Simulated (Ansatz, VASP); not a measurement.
# CdH2O2: VASP beside Ansatz

Contents of INCAR:

```
PREC = Accurate ; ENCUT = 600
EDIFF = 1E-6 ; ISMEAR = 0
SIGMA = 0.01 ; LREAL = False
LASPH = True ; NELM = 120
ALGO = Normal ; ISIF = 2
LWAVE = False ; LCHARG = True
GGA = PS ; IVDW = 12
LELF = True ; LVHAR = True
NBANDS = 25 ; GGA_COMPAT = False
```

KPOINTS

```
regular mesh
0
Gamma
  6 6 4
```

The input POSCAR:

```
CdH2O2
1.0
    3.7879261519      0.0000000000      0.0000000000
   -1.8939630759      3.2804398825      0.0000000000
    0.0000000000      0.0000000000      4.3813668174
Cd H O
1 2 2
Direct
    0.3333333333      0.6666666667      0.9873000000
    0.0000000000      0.0000000000      0.0080770000
    0.6666666667      0.3333333333      0.4318850000
    0.0000000000      0.0000000000      0.7861940000
    0.6666666667      0.3333333333      0.2118940000
```

Input for Ansatz:

```yaml
crystal:
  lattice:
    - [3.78792615187191, 0.0, 0.0]
    - [-1.893963075935955, 3.2804398825493126, 0.0]
    - [0.0, 0.0, 4.381366817378732]
  atoms:
    - { symbol: Cd, position: [0.3333333333333333, 0.6666666666666666, 0.9873] }
    - { symbol: H, position: [0.0, 0.0, 0.008077] }
    - { symbol: H, position: [0.6666666666666666, 0.3333333333333333, 0.431885] }
    - { symbol: O, position: [0.0, 0.0, 0.786194] }
    - { symbol: O, position: [0.6666666666666666, 0.3333333333333333, 0.211894] }
basis:
  ecutwfc: 550.0
kpoints:
  mp_grid:
    grid: [6, 6, 4]
hamiltonian:
  xc: pbesol
  dispersion: d3bj
scf:
  occupations:
    method: fixed
output:
  stress: true
```

Alike in both runs: task single point; functional PBEsol; dispersion D3(BJ); k mesh 6 × 6 × 4; no spin polarisation.

|  | VASP | Ansatz |
| --- | --- | --- |
| version | VASP 6.6.1 | Ansatz 0.2.0 |
| potentials or method | VASP PAW PBE potentials, release 64 (Cd_sv_GW, H, O), cutoff 600 eV | plane waves, PAW |
| occupations | gaussian, width 0.01 eV | fixed |
| valence electrons in the cell | 34 | 34 |

Ansatz gave:

```
pressure (GPa)                                                : -2.3
traceless stress, the component that is largest in VASP (GPa) : 3.37
```

Problem. What did VASP give for the same quantities?

Solution. Pressure (GPa): -2.5; traceless stress, the component that is largest in VASP (GPa): 3.95.

VASP's potentials were made for PBE, not for PBEsol.
